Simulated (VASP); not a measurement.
# LiGeH3 (Pm-3m) in VASP: notebook, part 2 of 2

VASP 6.6.1.

## (4) Single point, PBE

This run uses another cell than the first one, of 8.51 Å³/atom.

INCAR reads:

```
SYSTEM = LiGeH3
ALGO     = Normal         ! electronic algorithm
EDIFF    = 1E-6           ! SCF threshold, eV
ENCUT    = 520            ! plane-wave cutoff, eV
GGA      = PE             ! functional
ISIF     = 2              ! what is computed and relaxed
ISMEAR   = 0              ! smearing method
LASPH    = .True.         ! aspherical terms in the spheres
LCHARG   = .False.        ! write CHGCAR
LREAL    = .False.        ! projectors in reciprocal space
LWAVE    = .False.        ! write WAVECAR
NBANDS   = 18             ! bands
NELM     = 100            ! most SCF steps
PREC     = Accurate       ! precision mode
SIGMA    = 0.1            ! smearing width, eV
```

KPOINTS reads:

```
k-points
0
Gamma
  6 6 6
  0 0 0
```

POSCAR reads:

```
LiGeH3
1.0
    3.4913503023      0.0000000000      0.0000000000
    0.0000000000      3.4913503023      0.0000000000
    0.0000000000      0.0000000000      3.4913503023
Li Ge H
1 1 3
Direct
    0.5000000000      0.5000000000      0.5000000000
    0.0000000000      0.0000000000      0.0000000000
    0.0000000000      0.5000000000      0.5000000000
    0.5000000000      0.5000000000      0.0000000000
    0.5000000000      0.0000000000      0.5000000000
```

Potentials or basis: VASP PAW PBE potentials, release 64 (Li_sv, Ge_d, H).

Run with:

```
cat potpaw_PBE.64/Li_sv/POTCAR potpaw_PBE.64/Ge_d/POTCAR potpaw_PBE.64/H/POTCAR > POTCAR
mpirun -np 1 vasp_std > vasp.out
```

OUTCAR:

```text
SYSTEM = LiGeH3
   EDIFF = 1E-6
   ENCUT = 520
   GGA = PE
   ISIF = 2
   ISMEAR = 0
   LASPH = .True.
   LREAL = .False.
   NELM = 100
   PREC = Accurate

 ion  position               nearest neighbor table
   1  0.500  0.500  0.500-   3 1.75   4 1.75   5 1.75   4 1.75   5 1.75   3 1.75
   2  0.000  0.000  0.000-
   3  0.000  0.500  0.500-   1 1.75   1 1.75
   4  0.500  0.500  0.000-   1 1.75   1 1.75
   5  0.500  0.000  0.500-   1 1.75   1 1.75

  LATTYP: Found a simple cubic cell.
 ALAT       =     3.4913503023

  Lattice vectors:

 A1 = (   3.4913503023,   0.0000000000,   0.0000000000)
 A2 = (   0.0000000000,   3.4913503023,   0.0000000000)
 A3 = (   0.0000000000,   0.0000000000,   3.4913503023)

Analysis of symmetry for initial positions (statically):
=====================================================================
 Subroutine PRICEL returns:
[... 169 lines left out ...]
  free energy    TOTEN  =       -14.56607855 eV

  energy without entropy =      -14.56042056  energy(sigma->0) =      -14.56324956

 E-fermi :   3.1979     XC(G=0): -10.0662

 val. band max:        3.1939344644   @ k =   0.5000   0.0000   0.0000
 cond. band min:       3.2110768977   @ k =   0.3333   0.0000   0.0000
 fundamental gap:      0.0171424333
 Fermi energy:         3.1979387114

 k-point     1 :       0.0000    0.0000    0.0000
  band No.  band energies     occupation
      1     -41.3029      2.00000
      2     -21.8058      2.00000
      3     -21.8058      2.00000
      4     -21.7837      2.00000
      5     -21.7837      2.00000
      6     -21.7837      2.00000
[... 397 lines left out ...]
      5     -21.7748      2.00000
      6     -21.7748      2.00000
[... 10 lines left out ...]
     17      21.0042      0.00000
     18      22.8214      0.00000

------------------------ aborting loop because EDIFF is reached ----------------------------------------

  FORCE on cell =-STRESS in cart. coord.  units (eV):
  Direction    XX          YY          ZZ          XY          YZ          ZX
  --------------------------------------------------------------------------------------
  -------------------------------------------------------------------------------------
  Total       -0.0940747     -0.0940747     -0.0940747     -0.0000000      0.0000000      0.0000000
  in kB       -3.5416305     -3.5416305     -3.5416305     -0.0000000      0.0000000      0.0000000
  external PRESSURE =      -3.5416305 kB  Pullay stress =       0.0000000 kB

 VOLUME and BASIS-vectors are now :
 -----------------------------------------------------------------------------
  energy-cutoff  :      520.00
  volume of cell :       42.56
      direct lattice vectors                 reciprocal lattice vectors
     3.491350302  0.000000000  0.000000000     0.286422133  0.000000000  0.000000000
     0.000000000  3.491350302  0.000000000     0.000000000  0.286422133  0.000000000
     0.000000000  0.000000000  3.491350302     0.000000000  0.000000000  0.286422133

 POSITION                                       TOTAL-FORCE (eV/Angst)
 -----------------------------------------------------------------------------------
      1.74568      1.74568      1.74568         0.000000      0.000000      0.000000
      0.00000      0.00000      0.00000         0.000000      0.000000      0.000000
      0.00000      1.74568      1.74568         0.000000      0.000000      0.000000
      1.74568      1.74568      0.00000         0.000000      0.000000      0.000000
      1.74568      0.00000      1.74568         0.000000      0.000000      0.000000
 -----------------------------------------------------------------------------------
    total drift:                               -0.000000      0.000000      0.000000

  FREE ENERGIE OF THE ION-ELECTRON SYSTEM (eV)
  ---------------------------------------------------
  free  energy   TOTEN  =       -14.5660785461 eV

  energy  without entropy=      -14.5604205644  energy(sigma->0) =      -14.56324956
```

OSZICAR:

```text
N       E                     dE             d eps       ncg     rms          rms(c)
DAV:   1     0.104598725873E+03    0.10460E+03   -0.98423E+03   788   0.224E+03
DAV:   2    -0.710675601620E+00   -0.10531E+03   -0.10207E+03   760   0.461E+02
DAV:   3    -0.144021795977E+02   -0.13692E+02   -0.13538E+02   908   0.933E+01
DAV:   4    -0.160322636126E+02   -0.16301E+01   -0.16191E+01  1218   0.231E+01
DAV:   5    -0.160473667393E+02   -0.15103E-01   -0.15095E-01   862   0.228E+00    0.565E+00
DAV:   6    -0.147376038598E+02    0.13098E+01   -0.12437E+00  1088   0.944E+00    0.206E+00
DAV:   7    -0.145642493341E+02    0.17335E+00   -0.75852E-01   898   0.369E+00    0.454E-01
DAV:   8    -0.145652309232E+02   -0.98159E-03   -0.69510E-02   880   0.242E+00    0.242E-01
DAV:   9    -0.145661349908E+02   -0.90407E-03   -0.31264E-03   984   0.802E-01    0.820E-02
DAV:  10    -0.145660603590E+02    0.74632E-04   -0.96368E-04   998   0.371E-01    0.427E-02
DAV:  11    -0.145660766349E+02   -0.16276E-04   -0.11740E-04   834   0.641E-02    0.169E-02
DAV:  12    -0.145660785595E+02   -0.19245E-05   -0.83963E-06   948   0.426E-02    0.209E-03
DAV:  13    -0.145660785461E+02    0.13332E-07   -0.43905E-07   444   0.515E-03
   1 F= -.14566079E+02 E0= -.14563250E+02  d E =-.565798E-02
```

Wall time 30 s (1 thread of Intel Xeon 8259CL, shared host); peak memory 0.16 GiB.

Results:

```
Free energy            : -14.5661 eV
Band gap on the k mesh : zero (bands 10 and 11 overlap by 1.51 eV)
```

Caveat: the cutoff is under 1.25 times the usual one of these potentials, so pressure, stress and relaxed cells hold a basis-set (Pulay) error.

## (5) Relaxation of cell and atoms, PBE

This run uses another cell than the first one, of 10.53 Å³/atom.

INCAR reads:

```
  ALGO = Normal
  EDIFF = 1E-6
  EDIFFG = -0.04
  ENCUT = 600
  GGA = PE
  IBRION = 2
  ISIF = 3
  ISMEAR = 0
  LASPH = True
  LCHARG = False
  LREAL = False
  LWAVE = False
  NELM = 60
  NSW = 90
  PREC = Accurate
  SIGMA = 0.1
```

KPOINTS reads:

```
k-points
0
Gamma
  4 4 4
```

Changes to POSCAR since step 4:

```diff
@@ -2,5 +2,5 @@
 1.0
-    3.4913503023      0.0000000000      0.0000000000
-    0.0000000000      3.4913503023      0.0000000000
-    0.0000000000      0.0000000000      3.4913503023
+    3.7476156800      0.0000000000      0.0000000000
+    0.0000000000      3.7476156800      0.0000000000
+    0.0000000000      0.0000000000      3.7476156800
 Li Ge H
```

Potentials or basis: VASP PAW PBE potentials, release 64 (Li_sv, Ge_d, H).

Run with:

```
cat potpaw_PBE.64/Li_sv/POTCAR potpaw_PBE.64/Ge_d/POTCAR potpaw_PBE.64/H/POTCAR > POTCAR
mpirun -np 1 vasp_std > vasp.out
```

OUTCAR:

```text
EDIFF = 1E-6
   EDIFFG = -0.04
   ENCUT = 600
   GGA = PE
   IBRION = 2
   ISIF = 3
   ISMEAR = 0
   LASPH = True
   LREAL = False
   NELM = 60
   NSW = 90
   PREC = Accurate

 ion  position               nearest neighbor table
   1  0.500  0.500  0.500-
   2  0.000  0.000  0.000-
   3  0.000  0.500  0.500-
   4  0.500  0.500  0.000-
   5  0.500  0.000  0.500-

  LATTYP: Found a simple cubic cell.
 ALAT       =     3.7476156800

  Lattice vectors:

 A1 = (   3.7476156800,   0.0000000000,   0.0000000000)
 A2 = (   0.0000000000,   3.7476156800,   0.0000000000)
 A3 = (   0.0000000000,   0.0000000000,   3.7476156800)

Analysis of symmetry for initial positions (statically):
=====================================================================
 Subroutine PRICEL returns:
 Original cell was already a primitive cell.

 Routine SETGRP: Setting up the symmetry group for a
[... 220 lines left out ...]
     10       1.9598      2.00000
     11       3.4246      0.00000
     12       3.4246      0.00000
     13       3.4246      0.00000
     14      12.3482      0.00000
[... 189 lines left out ...]
--------------------------------------- Ionic step        3  -------------------------------------------

 number of electron      19.9999979 magnetization

 Free energy of the ion-electron system (eV)
  ---------------------------------------------------
  ext. energy  EPLUGINS =         0.00000000
  ---------------------------------------------------
  free energy    TOTEN  =       -14.45451208 eV

  energy without entropy =      -14.44918776  energy(sigma->0) =      -14.45184992

 E-fermi :   3.0583     XC(G=0):  -9.8875

 val. band max:        2.9635467394   @ k =   0.0000   0.0000   0.0000
 cond. band min:       3.1734324042   @ k =   0.5000   0.2500   0.2500
 fundamental gap:      0.2098856648
 Fermi energy:         3.0582798562

 k-point     1 :       0.0000    0.0000    0.0000
  band No.  band energies     occupation
      1     -41.4620      2.00000
      2     -22.2341      2.00000
      3     -22.2341      2.00000
      4     -22.2147      2.00000
      5     -22.2147      2.00000
      6     -22.2147      2.00000
      7      -7.8317      2.00000
      8       2.6389      2.00000
      9       2.6389      2.00000
     10       2.9635      1.81967
     11       4.2510      0.00000
     12       4.2510      0.00000
     13       4.2510      0.00000
     14      13.8555      0.00000
[... 183 lines left out ...]
  FREE ENERGIE OF THE ION-ELECTRON SYSTEM (eV)
  ---------------------------------------------------
  free  energy   TOTEN  =       -14.4545120784 eV

  energy  without entropy=      -14.4491877626  energy(sigma->0) =      -14.45184992

 reached required accuracy - stopping structural energy minimisation
```

It took 54 s on 1 thread of Intel Xeon 8259CL, shared host; peak memory 0.17 GiB.

Results:

| Property | Result |
| --- | --- |
| Free energy | -14.4545 eV |
| Relaxed volume | 8.85 Å³/atom |
| Relaxed cell | a = 3.537 Å, b = 3.537 Å, c = 3.537 Å, α = 90.00°, β = 90.00°, γ = 90.00° |
| Space group after relaxing (to 0.1 Å) | Pm-3m (No. 221) |
| Energy gained by relaxing | 41.0 meV/atom |
| Ionic steps | 3 |
| Pressure after relaxing | -0.2 GPa |
| Band gap on the k mesh | zero (bands 10 and 11 overlap by 1.56 eV) |

Step by step:
| step | energy change (eV) | largest force (eV/Å) | pressure (GPa) | volume (Å³) |
| --- | --- | --- | --- | --- |
| 1 | 0.0000 | 0.0000 | -6.79 | 52.63 |
| 2 | -0.1217 | 0.0000 | -4.90 | 49.31 |
| 3 | -0.2048 | 0.0000 | -0.24 | 44.26 |

Final structure:
```
Li Ge H
1.0
     3.53733    0.00000    0.00000
     0.00000    3.53733    0.00000
     0.00000    0.00000    3.53733
Li Ge H
1 1 3
Cartesian
  1.7687 1.7687 1.7687
  0.0000 0.0000 0.0000
  0.0000 1.7687 1.7687
  1.7687 1.7687 0.0000
  1.7687 0.0000 1.7687
```

Levels at points of the mesh, in eV from the Fermi level:
```tsv
k point	band 8	band 9	band 10	band 11	band 12	band 13
(0.00, 0.00, 0.00)	-0.42	-0.42	-0.09	1.19	1.19	1.19
(0.50, 0.00, 0.00)	-6.48	-0.24	0.30	2.71	2.71	6.00
(0.50, 0.50, 0.00)	-5.09	-5.09	-2.85	3.79	4.04	4.04
(0.50, 0.50, 0.50)	-2.98	-2.98	-2.98	-1.27	-1.27	-1.27
```

Caveat: the k points lie up to 0.44 Å⁻¹ apart in the final cell, too coarse for converged energies and pressures of a metal; the cutoff is under 1.25 times the usual one of these potentials, so pressure, stress and relaxed cells hold a basis-set (Pulay) error; the volume moved by over 15 % at a fixed basis, so the end points are rough.

## (6) Summary

```csv
task,cell,k mesh,cutoff (eV),gap on the mesh (eV)
single point,"a = 3.533 Å, 5 atoms",4 × 4 × 4,520,none
single point,"a = 3.748 Å, 5 atoms",4 × 4 × 4,520,none
single point,"a = 3.491 Å, 5 atoms",6 × 6 × 6,520,none
relaxation of cell and atoms,"relaxed from a = 3.748 Å, 5 atoms",4 × 4 × 4,600,none
```

Alike in all rows: level PBE; potentials or basis VASP PAW PBE potentials, release 64 (Li_sv, Ge_d, H); no spin polarisation; smearing gaussian 0.1 eV.

Caveats: some runs use coarse meshes; the cutoff is under 1.25 times the usual one of these potentials, so pressure, stress and relaxed cells hold a basis-set (Pulay) error; the volume moved by over 15 % at a fixed basis, so the end points are rough (at least some runs).

Total energies depend on the potentials used, so only differences within one code and one set of settings carry meaning.

The gap in the log of VASP goes by the Fermi energy; the results here count the filled bands.